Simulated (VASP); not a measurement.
Wanted: the native input for a VASP 6.6.1 run.

```yaml
Task: single point
Functional: PBE
Potentials_or_basis: VASP PAW PBE potentials, release 64 (Pd)
Cutoff: 520 eV
k_mesh: 20 × 20 × 20
Occupations: fermi-dirac, width 0.05 eV
Spin: no spin polarisation
Dipole_correction: no
Further_INCAR_settings: ALGO = Normal; EDIFF = 1e-06; NBANDS = 11
```

The structure of Pd lies in POSCAR:

```
Pd
1.0
   -1.3148540090      1.3148540090      1.3148540090
    1.3148540090     -1.3148540090      1.3148540090
    1.3148540090      1.3148540090     -1.3148540090
Pd
1
Direct
    0.0000000000      0.0000000000      0.0000000000
```

This isn't the form of Pd at room conditions, which is fcc.

One way to write it, as run:

INCAR

```
PREC = Accurate
ENCUT = 520
EDIFF = 1E-6
ISMEAR = -1
SIGMA = 0.05
LREAL = F
LASPH = T
NELM = 80
ALGO = Normal
ISIF = 2
LWAVE = F
LCHARG = T
GGA = PE
LELF = T
LVHAR = T
NBANDS = 11
```

KPOINTS

```
regular mesh
0
Gamma
  20 20 20
```

Potentials or basis: VASP PAW PBE potentials, release 64 (Pd).

Launch:

```sh
$ cat potpaw_PBE.64/Pd/POTCAR > POTCAR
$ mpirun -np 1 vasp_std > vasp.out
```

Results of the run:

```yaml
Pressure: 349.6 GPa
Band_gap_on_the_k_mesh: zero (bands 5 and 6 overlap by 3.96 eV)
```

Caveat: the cell stands under pressure.

It took 16 s on 1 thread of AMD EPYC 9R14 (Zen 4) (shared host), peak memory 0.11 GiB.
